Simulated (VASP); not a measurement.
## TiO2: single point with PBE

TiO2:

```xyz
6
Lattice="4.6428 0.0000 0.0000 0.0000 4.6428 0.0000 0.0000 0.0000 2.9830" Properties=species:S:1:pos:R:3 pbc="T T T"
Ti    0.0000    0.0000    0.0000
Ti    2.3214    2.3214    1.4915
O     1.4198    1.4198    0.0000
O     0.9016    3.7412    1.4915
O     3.7412    0.9016    1.4915
O     3.2231    3.2231    0.0000
```

This cell differs from its parent crystal: strain +1.0%.

```yaml
Program: VASP 6.6.1
Task: single point
Functional: PBE
Potentials_or_basis: VASP PAW PBE potentials, release 64 (Ti_sv, O)
Cutoff: 520 eV
k_mesh: 6 × 6 × 8
Occupations: fermi-dirac, width 0.02 eV
Spin: no spin polarisation
```

The pressure is -0.8 GPa. The largest force is 0.081 eV/Å and the band gap on the k mesh is 1.83 eV, direct.

Forces on the atoms (eV/Å):
```
Ti   0.000  0.000  0.000
Ti   0.000  0.000  0.000
O   -0.057 -0.057  0.000
O    0.057 -0.057  0.000
O   -0.057  0.057  0.000
O    0.057  0.057  0.000
```

Stress tensor (GPa, compression positive):
```
-0.20  0.00  0.00
 0.00 -0.20  0.00
 0.00  0.00 -1.95
```

Levels at points of the mesh, in eV from the valence-band top:
```
           k point  band 20  band 21  band 22  band 23  band 24  band 25  band 26  band 27  band 28  band 29
(0.00, 0.00, 0.00)    -1.92    -0.69    -0.42    -0.42     0.00     1.83     2.14     2.36     2.43     2.43
(0.50, 0.00, 0.00)    -2.94    -1.58    -1.58    -0.71    -0.71     2.48     2.48     2.90     2.90     3.45
(0.50, 0.50, 0.00)    -2.08    -1.27    -1.27    -1.01    -1.01     1.87     1.87     2.44     2.44     3.70
(0.00, 0.00, 0.50)    -2.68    -2.22    -2.22    -1.40    -1.40     2.85     2.85     3.06     3.06     3.56
(0.50, 0.00, 0.50)    -2.33    -1.98    -1.98    -0.98    -0.98     1.86     1.86     3.08     3.08     3.78
(0.50, 0.50, 0.50)    -2.66    -1.20    -1.20    -0.67    -0.67     2.50     2.50     3.10     3.10     3.14
```

It took 88 s on 1 thread of AMD EPYC 9R45 96-Core Processor (Zen 5), on a shared host, peak memory 0.19 GiB.

Caveat: the cell differs from its parent crystal (strain +1.0%). A k mesh can miss the band edges.
